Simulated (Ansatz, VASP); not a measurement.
One calculation of Ni, two programs

```xyz
4
Lattice="2.6254 0.0000 0.0000 -1.3127 2.2737 0.0000 0.0000 0.0000 8.6029" Properties=species:S:1:pos:R:3 pbc="T T T"
Ni    0.0000    0.0000    8.6029
Ni    0.0000    0.0000    4.3014
Ni    0.0000    1.5158    2.1507
Ni    1.3127    0.7579    6.4522
```

Alike in both runs: task single point; functional BLYP; k mesh 16 × 16 × 5; occupations fermi-dirac, width 0.05 eV; collinear spin.

```csv
,VASP,Ansatz
version,VASP 6.6.1,Ansatz 0.2.0
potentials or method,"VASP PAW PBE potentials, release 64 (Ni), cutoff 520 eV","plane waves (420 eV) with PAW, scalar-relativistic"
valence electrons in the cell,40,72
```

|  | VASP | Ansatz | Ansatz less VASP |
| --- | --- | --- | --- |
| pressure (GPa) | -14.1 | -14.4 | -0.27 |
| traceless stress, the component that is largest in VASP (GPa) | 0.12 | 0.04 | -0.082 |
| net moment per atom (μB) | 0.64 | 0.66 | +0.023 |
| size of the moment on the site where the two differ most (μB) | 0.66 | 0.70 | +0.042 |

VASP's potentials were made for PBE, not for BLYP. Site moments also hang on the region over which each program counts them. With one functional, cell and mesh, what is left measures potentials, basis and numerics. VASP's potentials hold 40 valence electrons a cell and Ansatz's 72, so a difference there can come from the potentials and not from the codes.
